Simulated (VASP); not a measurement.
**GaP: single point with PBE**

GaP:

```
Ga P
1.0
     0.00000    2.82063    2.72525
     2.72525    0.00000    2.72525
     2.72525    2.82063    0.00000
Ga P
1 1
Direct
  0.00000 0.00000 0.00000
  0.75000 0.75000 0.75000
```

This cell differs from its parent crystal: strain +0.0350 x Voigt [0, 1, 0, 0, 0, 0].

```
Program             : VASP 6.6.1
Task                : single point
Functional          : PBE
Potentials or basis : VASP PAW PBE potentials, release 64 (Ga_d, P)
Cutoff              : 520 eV
k mesh              : 8 × 8 × 8
Occupations         : gaussian, width 0.05 eV
Spin                : no spin polarisation
```

| Property | Result |
| --- | --- |
| Pressure | -0.4 GPa |
| Band gap on the k mesh | 1.47 eV, direct |

Stress tensor (GPa, compression positive):
```
 0.50  0.00  0.00
 0.00 -2.16  0.00
 0.00  0.00  0.50
```

Levels at points of the mesh, in eV from the valence-band top:
| k point | band 5 | band 6 | band 7 | band 8 | band 9 | band 10 | band 11 | band 12 | band 13 | band 14 |
| --- | --- | --- | --- | --- | --- | --- | --- | --- | --- | --- |
| (0.00, 0.00, 0.00) | -14.47 | -12.30 | -0.20 | 0.00 | 0.00 | 1.47 | 3.81 | 3.81 | 3.89 | 8.58 |
| (0.50, 0.00, 0.00) | -14.46 | -10.35 | -6.50 | -1.27 | -0.99 | 1.48 | 4.57 | 4.79 | 8.16 | 10.55 |
| (0.50, 0.50, 0.00) | -14.45 | -9.45 | -6.58 | -2.71 | -2.69 | 1.59 | 1.68 | 10.19 | 10.20 | 10.89 |
| (0.50, 0.00, 0.50) | -14.46 | -9.59 | -6.80 | -2.47 | -2.47 | 1.82 | 2.00 | 10.28 | 10.28 | 10.61 |

Run time: 77 s on 1 thread of AMD EPYC 7R13, with other jobs on the host, peak memory 0.16 GiB.

Caveat: the cell differs from its parent crystal (strain +0.0350 x Voigt [0, 1, 0, 0, 0, 0]). A k mesh can miss the band edges.
